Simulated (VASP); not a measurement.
A run of VASP 6.6.1 is set up as follows.

The input INCAR:

```
PREC     = Accurate       # precision mode
ENCUT    = 520            # plane-wave cutoff, eV
EDIFF    = 1E-7           # SCF threshold, eV
ISMEAR   = 0              # smearing method
SIGMA    = 0.05           # smearing width, eV
LREAL    = Auto         
LASPH    = True           # aspherical terms in the spheres
NELM     = 60             # most SCF steps
ALGO     = Normal         # electronic algorithm
ISIF     = 2              # what is computed and relaxed
LWAVE    = False          # write WAVECAR
LCHARG   = True           # write CHGCAR
GGA      = PE             # functional
LELF     = True           # ELF
LVHAR    = True         
NBANDS   = 118            # bands
```

KPOINTS

```
regular mesh
0
Gamma
  2 2 2
```

POSCAR

```
In11As12
1.0
    0.0000000000      9.2832339069      9.2832339069
    6.1888226046      0.0000000000      6.1888226046
    6.1888226046      6.1888226046      0.0000000000
In As
11 12
Direct
    0.0072105125     -0.0030350821     -0.0042451423
    0.0007306389     -0.0003536922      0.4996463078
    0.0033265129      0.4986467719     -0.0013532281
    0.0072105125      0.4957548577      0.4969649179
    0.3357571301     -0.0038027453     -0.0013755872
    0.3364976722      0.5000760344      0.0000760344
    0.3357571301      0.4986244128      0.4961972547
    0.6628458545     -0.0056448121      0.0199623846
    0.6627014128     -0.0058541288      0.4941458712
    0.6656637959      0.5010819242      0.0010819242
    0.6628458545      0.5199623846      0.4943551879
    0.2559480649      0.3591499866      0.3774220634
    0.2539571324      0.3734721777      0.8734721777
    0.2509482156      0.8763101924      0.3763101924
    0.2559480649      0.8774220634      0.8591499866
    0.5862478024      0.3734683119      0.3767113296
    0.5864861688      0.3725865362      0.8725865362
    0.5467097208      0.8940219488      0.3940219488
    0.5862478024      0.8767113296      0.8734683119
    0.9153839311      0.3776928215      0.3749713268
    0.9173458783      0.3746873768      0.8746873768
    0.9155129270      0.8740500035      0.3740500035
    0.9153839311      0.8749713268      0.8776928215
```

Potentials or basis: VASP PAW PBE potentials, release 64 (In_d, As).

Run with:

```console
$ cat potpaw_PBE.64/In_d/POTCAR potpaw_PBE.64/As/POTCAR > POTCAR
$ mpirun -np 1 vasp_std > vasp.out
```

(1) Predict the pressure.

(2) Estimate the largest force.

Answers

(1) -1.2 GPa.

(2) 0.042 eV/Å.

Caveat: the k points lie up to 0.44 Å⁻¹ apart, too coarse for converged energies and pressures of a metal; the cell differs from its parent crystal (atoms taken out, then relaxed in part).
